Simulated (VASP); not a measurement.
# Lu (P6_3/mmc) in VASP: a series of runs, part 2 of 2

VASP 6.6.1. Earlier steps stand in the parts before.

## (5) Relaxation of shape and atoms at fixed volume, PBE

This run uses another cell than the first one, of 14.54 Å³/atom.

INCAR

```
PREC = Accurate
ENCUT = 600
EDIFF = 1E-6
ISMEAR = -1
SIGMA = 0.1
LREAL = False
LASPH = True
NELM = 60
ALGO = Normal
ISIF = 4
LWAVE = False
LCHARG = False
GGA = PE
IBRION = 2
NSW = 50
EDIFFG = -0.005
```

KPOINTS

```
regular mesh
0
Gamma
  10 10 3
```

POSCAR

```
Lu
1.0
    2.7570371550      0.0000000000      0.0000000000
   -1.3785185775      2.3876642154      0.0000000000
    0.0000000000      0.0000000000      8.8361286568
Lu
4
Direct
    0.0000000000      0.0000000000      0.0000000000
    0.0000000000      0.0000000000      0.5000000000
    0.3333333333      0.6666666667      0.2500000000
    0.6666666667      0.3333333333      0.7500000000
```

Potentials or basis: VASP PAW PBE potentials, release 64 (Lu).

Launch:

```console
$ cat potpaw_PBE.64/Lu/POTCAR > POTCAR
$ mpirun -np 1 vasp_std > vasp.out
```

OUTCAR:

```text
PREC = Accurate
   ENCUT = 600
   EDIFF = 1E-6
   ISMEAR = -1
   LREAL = False
   LASPH = True
   NELM = 60
   ISIF = 4
   GGA = PE
   IBRION = 2
   NSW = 50
   EDIFFG = -0.005

 ion  position               nearest neighbor table
   1  0.000  0.000  0.000-   3 2.72   4 2.72   3 2.72   4 2.72   4 2.72   3 2.72
   2  0.000  0.000  0.500-   3 2.72   4 2.72   3 2.72   4 2.72   4 2.72   3 2.72
   3  0.333  0.667  0.250-   1 2.72   2 2.72   1 2.72   2 2.72   1 2.72   2 2.72
   4  0.667  0.333  0.750-   1 2.72   2 2.72   1 2.72   2 2.72   1 2.72   2 2.72

  LATTYP: Found a hexagonal cell.
 ALAT       =     2.7570371550
 C/A-ratio  =     3.2049363719

  Lattice vectors:

 A1 = (   2.7570371550,   0.0000000000,   0.0000000000)
 A2 = (  -1.3785185775,   2.3876642154,   0.0000000000)
 A3 = (   0.0000000000,   0.0000000000,   8.8361286568)

Analysis of symmetry for initial positions (statically):
=====================================================================
 Subroutine PRICEL returns:
 Original cell was already a primitive cell.

 Routine SETGRP: Setting up the symmetry group for a
 hexagonal supercell.

 Subroutine GETGRP returns: Found 24 space group operations
 (whereof 12 operations were pure point group operations)
 out of a pool of 24 trial point group operations.

The static configuration has the point symmetry D_3d.
 The point group associated with its full space group is D_6h.

Analysis of symmetry for dynamics (positions and initial velocities):
=====================================================================
 Subroutine PRICEL returns:
 Original cell was already a primitive cell.

 Routine SETGRP: Setting up the symmetry group for a
 hexagonal supercell.

 Subroutine GETGRP returns: Found 24 space group operations
 (whereof 12 operations were pure point group operations)
 out of a pool of 24 trial point group operations.

The dynamic configuration has the point symmetry D_3d.
 The point group associated with its full space group is D_6h.

[... 130 lines left out ...]
   IVDW    =     0    specifies the selected vdW correction
   LEPSILON=     F    determine dielectric tensor
   LRPA    =     F    only Hartree local field effects (RPA)
 conjugate gradient relaxation of ions
 non-spin polarized calculation
  energy-cutoff  :      600.00
  volume of cell :       58.17
 maximum number of plane-waves:      1979
 NGX is ok and might be reduce to    24
   NGX = 11   NGY = 11   NGZ = 35

--------------------------------------- Ionic step        1  -------------------------------------------

 number of electron     100.0000015 magnetization

 Free energy of the ion-electron system (eV)
  ---------------------------------------------------
  ext. energy  EPLUGINS =         0.00000000
  ---------------------------------------------------
  free energy    TOTEN  =        -7.30601461 eV

  energy without entropy =       -7.22636785  energy(sigma->0) =       -7.26619123

------------------------ aborting loop because EDIFF is reached ----------------------------------------

  FORCE on cell =-STRESS in cart. coord.  units (eV):
  Direction    XX          YY          ZZ          XY          YZ          ZX
  --------------------------------------------------------------------------------------
  -------------------------------------------------------------------------------------
  Total       37.1252311     37.1252311     37.5052165      0.0000000      0.0000000      0.0000000
  in kB     1022.5907206   1022.5907206   1033.0571762      0.0000000      0.0000000      0.0000000
  external PRESSURE =    1026.0795391 kB  Pullay stress =       0.0000000 kB
[... 63 lines left out ...]
--------------------------------------- Ionic step        3  -------------------------------------------

 number of electron     100.0000006 magnetization

 Free energy of the ion-electron system (eV)
  ---------------------------------------------------
  ext. energy  EPLUGINS =         0.00000000
  ---------------------------------------------------
  free energy    TOTEN  =        -7.30645255 eV

  energy without entropy =       -7.22620197  energy(sigma->0) =       -7.26632726

 E-fermi :   5.5996     XC(G=0): -14.6317

 val. band max:        5.5940742036   @ k =   0.1000   0.1000   0.3333
 cond. band min:       5.6390009196   @ k =   0.2000   0.1000   0.0000
 fundamental gap:      0.0449267160
 Fermi energy:         5.5996113343

 k-point     1 :       0.0000    0.0000    0.0000
  band No.  band energies     occupation
      1     -50.3882      2.00000
      2     -50.1334      2.00000
      3     -50.0928      2.00000
      4     -49.8249      2.00000
      5     -23.0209      2.00000
      6     -21.3147      2.00000
[... 1501 lines left out ...]
     59      13.1361      0.00000
     60      14.7249      0.00000

 [... further k-points ...]

------------------------ aborting loop because EDIFF is reached ----------------------------------------

  FORCE on cell =-STRESS in cart. coord.  units (eV):
  Direction    XX          YY          ZZ          XY          YZ          ZX
  --------------------------------------------------------------------------------------
  -------------------------------------------------------------------------------------
  Total       37.1739799     37.1739799     37.1480350      0.0000000     -0.0000000      0.0000000
  in kB     1023.9334775   1023.9334775   1023.2188413      0.0000000     -0.0000000      0.0000000
  external PRESSURE =    1023.6952654 kB  Pullay stress =       0.0000000 kB
[... 19 lines left out ...]
  FREE ENERGIE OF THE ION-ELECTRON SYSTEM (eV)
  ---------------------------------------------------
  free  energy   TOTEN  =        -7.3064525464 eV

  energy  without entropy=       -7.2262019694  energy(sigma->0) =       -7.26632726

 reached required accuracy - stopping structural energy minimisation
```

CONTCAR:

```text
Lu
   1.00000000000000
     2.7538049177615580    0.0000000000000000    0.0000000000000000
    -1.3769024588807790    2.3848650158352487   -0.0000000000000000
     0.0000000000000000    0.0000000000000000    8.8568833770336521
  Lu
     4
Direct
     0.0000000000000000    0.0000000000000000    0.0000000000000000
     0.0000000000000000    0.0000000000000000    0.5000000000000000
     0.3333333332999970    0.6666666667000030    0.2500000000000000
     0.6666666667000030    0.3333333332999970    0.7500000000000000

  0.00000000E+00  0.00000000E+00  0.00000000E+00
  0.00000000E+00  0.00000000E+00  0.00000000E+00
  0.00000000E+00  0.00000000E+00  0.00000000E+00
  0.00000000E+00  0.00000000E+00  0.00000000E+00
```

Wall time 10 min (1 thread of Oxide Virtual Turin-like, shared host); peak memory 0.23 GiB.

What came out:

| Property | Result |
| --- | --- |
| Free energy | -7.3065 eV |
| Energy gained by relaxing | 0.1 meV/atom |
| Ionic steps | 3 |
| Pressure after relaxing | 102.4 GPa |
| Band gap on the k mesh | zero (bands 50 and 51 overlap by 2.87 eV) |

The path:
| step | energy change (eV) | largest force (eV/Å) | pressure (GPa) | volume (Å³) |
| --- | --- | --- | --- | --- |
| 1 | 0.0000 | 0.0000 | 102.61 | 58.17 |
| 2 | -0.0004 | 0.0000 | 102.35 | 58.17 |
| 3 | -0.0004 | 0.0000 | 102.37 | 58.17 |

Final structure:
```
Lu
1.0
     2.75380    0.00000    0.00000
    -1.37690    2.38487    0.00000
     0.00000    0.00000    8.85688
Lu
4
Direct
  0.00000 0.00000 0.00000
  0.00000 0.00000 0.50000
  0.33333 0.66667 0.25000
  0.66667 0.33333 0.75000
```

Levels at points of the mesh, in eV from the Fermi level:
```
           k point  band 46  band 47  band 48  band 49  band 50  band 51  band 52  band 53  band 54  band 55
(0.00, 0.00, 0.00)    -4.23    -4.17    -4.10     1.58     1.63     1.98     1.98     2.17     2.17     2.76
(0.50, 0.00, 0.00)    -4.37    -3.74    -2.49    -1.62    -0.91    -0.59     1.01     1.86     2.48     3.97
```

Caveat: spin-orbit coupling is left out, which moves the levels of the heavy elements.

## (6) Summary

| task | cell | cutoff (eV) | gap on the mesh (eV) | pressure (GPa) |
| --- | --- | --- | --- | --- |
| relaxation of shape and atoms at fixed volume | relaxed from a = 2.930, b = 2.930, c = 9.390 Å, angles 90.0, 90.0, 120.0°, 4 atoms | 600 | none | 54.1 |
| single point | a = 3.474, b = 3.474, c = 11.133 Å, angles 90.0, 90.0, 120.0°, 4 atoms | 520 | none | 0.0 |
| relaxation of shape and atoms at fixed volume | relaxed from a = 2.559, b = 2.559, c = 8.203 Å, angles 90.0, 90.0, 120.0°, 4 atoms | 600 | none | 208.8 |
| relaxation of shape and atoms at fixed volume | relaxed from a = 2.757, b = 2.757, c = 8.836 Å, angles 90.0, 90.0, 120.0°, 4 atoms | 600 | none | 102.4 |

Alike in all rows: level PBE; potentials or basis VASP PAW PBE potentials, release 64 (Lu); no spin polarisation; k mesh 10 × 10 × 3; smearing fermi-dirac 0.1 eV.

Caveats: spin-orbit coupling is left out, which moves the levels of the heavy elements.

Absolute energies hang on the potentials; compare differences alone.
